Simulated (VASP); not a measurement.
# CaSe (P1) in VASP: notebook, part 2 of 2

VASP 6.6.1. Earlier steps stand in the parts before.

### Step 3. Single point, PBE+D3(BJ)

File INCAR:

```
SYSTEM = CaSe
PREC     = Accurate       ! precision mode
ENCUT    = 500            ! plane-wave cutoff, eV
EDIFF    = 1E-6           ! SCF threshold, eV
ISMEAR   = 0              ! smearing method
SIGMA    = 0.01           ! smearing width, eV
LREAL    = .FALSE.        ! projectors in reciprocal space
LASPH    = .TRUE.         ! aspherical terms in the spheres
NELM     = 120            ! most SCF steps
ALGO     = Normal         ! electronic algorithm
ISIF     = 2              ! what is computed and relaxed
LWAVE    = .FALSE.        ! write WAVECAR
LCHARG   = .FALSE.        ! write CHGCAR
GGA      = PE             ! functional
IVDW     = 12             ! dispersion correction
NBANDS   = 15             ! bands
GGA_COMPAT= .FALSE.
```

File KPOINTS:

```
regular mesh
0
G
  4 4 4
  0 0 0
```

File POSCAR:

```
CaSe
1.0
    0.0011000000      2.9716700000      2.9583400000
    2.9310500000     -0.0166300000      2.9760700000
    2.9335300000      2.9918800000     -0.0191100000
Ca Se
1 1
Direct
    0.9935575592      0.0049527521      0.9949816260
    0.5008700000      0.4972300000      0.5011800000
```

Potentials or basis: VASP PAW PBE potentials, release 64 (Ca_sv, Se).

Run with:

```
$ cat potpaw_PBE.64/Ca_sv/POTCAR potpaw_PBE.64/Se/POTCAR > POTCAR
$ mpirun -np 1 vasp_std > vasp.out
```

OUTCAR:

```text
SYSTEM = CaSe
   PREC = Accurate
   ENCUT = 500
   EDIFF = 1E-6
   ISMEAR = 0
   LREAL = .FALSE.
   LASPH = .TRUE.
   NELM = 120
   ISIF = 2
   GGA = PE
   IVDW = 12
 IVDW          = 12

 ion  position               nearest neighbor table
   1  0.994  0.005  0.995-   2 2.93   2 2.94   2 2.95   2 2.98   2 2.98
   2  0.501  0.497  0.501-   1 2.93   1 2.94   1 2.95   1 2.98   1 2.98

  LATTYP: Found a triclinic cell.
 ALAT       =     4.1901443158
 B/A-ratio  =     1.3993506699
 C/A-ratio  =     1.0007199528
 COS(alpha) =     0.0005289849
 COS(beta)  =     0.5029936417
 COS(gamma) =     0.7005392576

  Lattice vectors:

 A1 = (  -2.9335300000,  -2.9918800000,   0.0191100000)
 A2 = (  -5.8634800000,  -0.0035800000,   0.0013800000)
 A3 = (  -0.0011000000,  -2.9716700000,  -2.9583400000)

Analysis of symmetry for initial positions (statically):
=====================================================================
 Subroutine PRICEL returns:
 Original cell was already a primitive cell.

 Routine SETGRP: Setting up the symmetry group for a
 triclinic supercell.

 Subroutine GETGRP returns: Found  1 space group operations
 (whereof  1 operations were pure point group operations)
 out of a pool of  2 trial point group operations.

[... 181 lines left out ...]
     10       6.0172      0.00000
     11       6.1091      0.00000
     12       6.1820      0.00000
     13       6.6349      0.00000
     14       6.7059      0.00000
[... 401 lines left out ...]
      2     -18.4617      2.00000
      3     -18.4178      2.00000
      4     -18.3986      2.00000
      5      -8.7506      2.00000
      6      -0.2223      2.00000
      7       0.8102      2.00000
      8       1.3558      2.00000
      9       5.8157      0.00000
     10       7.9707      0.00000
     11       8.0634      0.00000
     12       8.2737      0.00000
     13       8.3556      0.00000
     14       9.1888      0.00000
     15      10.6881      0.00000

 [... further k-points ...]

------------------------ aborting loop because EDIFF is reached ----------------------------------------

 Edisp (eV)   -0.70071

 E8    (eV) :    -0.3224

  FORCE on cell =-STRESS in cart. coord.  units (eV):
  Direction    XX          YY          ZZ          XY          YZ          ZX
  --------------------------------------------------------------------------------------
  -------------------------------------------------------------------------------------
  Total      -0.04800    -0.62157    -0.52668    -0.01015     0.10820     0.00446
  in kB      -1.47366   -19.08259   -16.16922    -0.31172     3.32190     0.13680
  external pressure =      -12.24 kB  Pullay stress =        0.00 kB

 VOLUME and BASIS-vectors are now :
 -----------------------------------------------------------------------------
  energy-cutoff  :      500.00
  volume of cell :       52.19
      direct lattice vectors                 reciprocal lattice vectors
     0.001100000  2.971670000  2.958340000    -0.170610211  0.168362097  0.168970125
     2.931050000 -0.016630000  2.976070000     0.170688014 -0.166292583  0.166978415
     2.933530000  2.991880000 -0.019110000     0.170406496  0.166088868 -0.166900611

 POSITION                                       TOTAL-FORCE (eV/Angst)
 -----------------------------------------------------------------------------------
      2.93442      5.92931      2.93501        -0.015333      0.102061     -0.004573
      2.92818      2.97962      2.95196         0.015333     -0.102061      0.004573
 -----------------------------------------------------------------------------------
    total drift:                               -0.000008      0.000023      0.000059

  FREE ENERGIE OF THE ION-ELECTRON SYSTEM (eV)
  ---------------------------------------------------
  free  energy   TOTEN  =       -10.1621929198 eV

  energy  without entropy=      -10.1621929198  energy(sigma->0) =      -10.16219292
```

OSZICAR:

```text
N       E                     dE             d eps       ncg     rms          rms(c)
DAV:   1     0.104403842899E+03    0.10440E+03   -0.72924E+03  1080   0.955E+02
DAV:   2    -0.512416338641E+01   -0.10953E+03   -0.10414E+03  1360   0.242E+02
DAV:   3    -0.940573976965E+01   -0.42816E+01   -0.42475E+01  1528   0.456E+01
DAV:   4    -0.960815945793E+01   -0.20242E+00   -0.20238E+00  1442   0.804E+00
DAV:   5    -0.960984719073E+01   -0.16877E-02   -0.16877E-02  1448   0.740E-01    0.427E+00
DAV:   6    -0.946511970735E+01    0.14473E+00   -0.19347E-01  1269   0.231E+00    0.254E+00
DAV:   7    -0.945716317863E+01    0.79565E-02   -0.10519E-01  1411   0.202E+00    0.817E-01
DAV:   8    -0.946124205929E+01   -0.40789E-02   -0.12273E-02  1130   0.838E-01    0.114E-01
DAV:   9    -0.946134433105E+01   -0.10227E-03   -0.65133E-04  1319   0.254E-01    0.482E-02
DAV:  10    -0.946146289859E+01   -0.11857E-03   -0.15064E-04  1206   0.756E-02    0.163E-02
DAV:  11    -0.946148385588E+01   -0.20957E-04   -0.51024E-05  1248   0.625E-02    0.954E-03
DAV:  12    -0.946148280235E+01    0.10535E-05   -0.25827E-06  1385   0.125E-02    0.457E-03
DAV:  13    -0.946148241796E+01    0.38440E-06   -0.82461E-07   729   0.585E-03
   1 F= -.10162193E+02 E0= -.10162193E+02  d E =-.122776-130
```

Wall time 9.3 s (1 thread of Intel Xeon 6975P-C (Granite Rapids), shared host); peak memory 0.19 GiB.

Results:

```yaml
Free_energy: -10.1622 eV
Pressure: -1.2 GPa
Largest_force: 0.103 eV/Å
Band_gap_on_the_k_mesh: 2.00 eV (least direct gap 2.92 eV)
Dispersion_energy_per_atom: -0.350 eV
```

Forces in eV/Å, atoms in the order of the input:
```
Ca  -0.015  0.102 -0.005
Se   0.015 -0.102  0.005
```

Stress tensor (GPa, compression positive):
```
-0.15 -0.03  0.01
-0.03 -1.91  0.33
 0.01  0.33 -1.62
```

Caveat: the k points lie up to 0.46 Å⁻¹ apart; three body term missing.

### Step 4. Single point, PBE+D3(BJ)

File INCAR:

```
PREC     = Accurate       # precision mode
ENCUT    = 500            # plane-wave cutoff, eV
EDIFF    = 1E-6           # SCF threshold, eV
ISMEAR   = 0              # smearing method
SIGMA    = 0.01           # smearing width, eV
LREAL    = False          # projectors in reciprocal space
LASPH    = True           # aspherical terms in the spheres
NELM     = 120            # most SCF steps
ALGO     = Normal         # electronic algorithm
ISIF     = 2              # what is computed and relaxed
LWAVE    = False          # write WAVECAR
LCHARG   = False          # write CHGCAR
GGA      = PE             # functional
IVDW     = 12             # dispersion correction
NBANDS   = 15             # bands
GGA_COMPAT= False
```

File KPOINTS:

```
regular mesh
0
Gamma
  4 4 4
```

Edit POSCAR of step 3 so:

```diff
@@ -8,3 +8,3 @@
 Direct
-    0.9935575592      0.0049527521      0.9949816260
+    0.9949224408      0.0035872479      0.9936183740
     0.5008700000      0.4972300000      0.5011800000
```

Run with:

```
$ cat potpaw_PBE.64/Ca_sv/POTCAR potpaw_PBE.64/Se/POTCAR > POTCAR
$ mpirun -np 1 vasp_std > vasp.out
```

Run time: 9.3 s. Hardware: 1 thread of Intel Xeon 6975P-C (Granite Rapids), shared host; peak memory 0.19 GiB.

The run converged. Its results:

| Quantity | Value |
| --- | --- |
| Free energy | -10.1622 eV |
| Pressure | -1.2 GPa |
| Largest force | 0.103 eV/Å |
| Band gap on the k mesh | 2.00 eV (least direct gap 2.92 eV) |
| Dispersion energy per atom | -0.350 eV |

Forces on the atoms (eV/Å):
```
Ca   0.012  0.102 -0.005
Se  -0.012 -0.102  0.005
```

Stress tensor (GPa, compression positive):
```
-0.15 -0.04  0.01
-0.04 -1.91  0.33
 0.01  0.33 -1.62
```

Levels at points of the mesh, in eV from the valence-band top:
```csv
k point,band 4,band 5,band 6,band 7,band 8,band 9,band 10,band 11,band 12,band 13
"(0.00, 0.00, 0.00)",-20.81,-11.80,-0.07,-0.03,0.00,3.24,3.59,3.68,3.75,4.21
"(0.50, 0.00, 0.00)",-20.82,-11.11,-3.28,-1.26,-1.21,4.44,5.42,5.45,5.47,7.37
"(0.00, 0.50, 0.00)",-20.81,-11.12,-3.29,-1.21,-1.17,4.48,5.34,5.46,5.48,7.32
"(0.50, 0.50, 0.00)",-20.84,-11.23,-2.54,-0.97,-0.92,2.01,4.90,5.06,5.93,5.95
"(0.00, 0.00, 0.50)",-20.81,-11.12,-3.29,-1.20,-1.17,4.49,5.35,5.45,5.47,7.32
"(0.50, 0.00, 0.50)",-20.84,-11.23,-2.55,-0.94,-0.91,2.01,4.92,5.04,5.92,5.96
"(0.00, 0.50, 0.50)",-20.84,-11.21,-2.49,-1.05,-0.95,2.00,4.95,5.02,5.96,5.97
"(0.50, 0.50, 0.50)",-20.82,-11.11,-3.28,-1.26,-1.21,4.44,5.41,5.45,5.47,7.37
```

Caveat: the k points lie up to 0.46 Å⁻¹ apart; three body term missing.

### Step 5. Single point, PBE+D3(BJ)

File INCAR:

```
SYSTEM = CaSe
ALGO = Normal ; EDIFF = 1E-6
ENCUT = 500 ; GGA = PE
GGA_COMPAT = .FALSE. ; ISIF = 2
ISMEAR = 0 ; IVDW = 12
LASPH = .TRUE. ; LCHARG = .TRUE.
LELF = .TRUE. ; LREAL = .FALSE.
LVHAR = .TRUE. ; LWAVE = .FALSE.
NBANDS = 15 ; NELM = 120
PREC = Accurate ; SIGMA = 0.01
```

File KPOINTS:

```
k-points
0
G
  4 4 4
  0 0 0
```

Edit POSCAR of step 4 so:

```diff
@@ -8,3 +8,3 @@
 Direct
-    0.9949224408      0.0035872479      0.9936183740
+    0.9915102366      0.0070010082      0.9970265039
     0.5008700000      0.4972300000      0.5011800000
```

Run with:

```
$ cat potpaw_PBE.64/Ca_sv/POTCAR potpaw_PBE.64/Se/POTCAR > POTCAR
$ mpirun -np 1 vasp_std > vasp.out
```

Run time: 10 s. Hardware: 1 thread of Intel Xeon 6975P-C (Granite Rapids), shared host; peak memory 0.19 GiB.

Results (log left out):

- Free energy: -10.1618 eV
- Pressure: -1.2 GPa
- Largest force: 0.117 eV/Å
- Band gap on the k mesh: 2.00 eV (least direct gap 2.92 eV)
- Dispersion energy per atom: -0.350 eV

Forces on the atoms (eV/Å):
```
Ca  -0.057  0.102 -0.005
Se   0.057 -0.102  0.005
```

Stress tensor (GPa, compression positive):
```
-0.13 -0.02  0.01
-0.02 -1.91  0.33
 0.01  0.33 -1.62
```

Levels at points of the mesh, in eV from the valence-band top:
| k point | band 6 | band 7 | band 8 | band 9 | band 10 | band 11 |
| --- | --- | --- | --- | --- | --- | --- |
| (0.00, 0.00, 0.00) | -0.07 | -0.03 | 0.00 | 3.24 | 3.59 | 3.68 |
| (0.50, 0.00, 0.00) | -3.27 | -1.26 | -1.21 | 4.44 | 5.42 | 5.45 |
| (0.00, 0.50, 0.00) | -3.29 | -1.21 | -1.17 | 4.48 | 5.34 | 5.46 |
| (0.50, 0.50, 0.00) | -2.54 | -0.97 | -0.92 | 2.02 | 4.90 | 5.06 |
| (0.00, 0.00, 0.50) | -3.29 | -1.20 | -1.17 | 4.49 | 5.35 | 5.45 |
| (0.50, 0.00, 0.50) | -2.55 | -0.94 | -0.91 | 2.01 | 4.92 | 5.04 |
| (0.00, 0.50, 0.50) | -2.49 | -1.05 | -0.95 | 2.01 | 4.95 | 5.02 |
| (0.50, 0.50, 0.50) | -3.28 | -1.26 | -1.21 | 4.44 | 5.41 | 5.46 |

Caveat: the k points lie up to 0.46 Å⁻¹ apart; three body term missing.
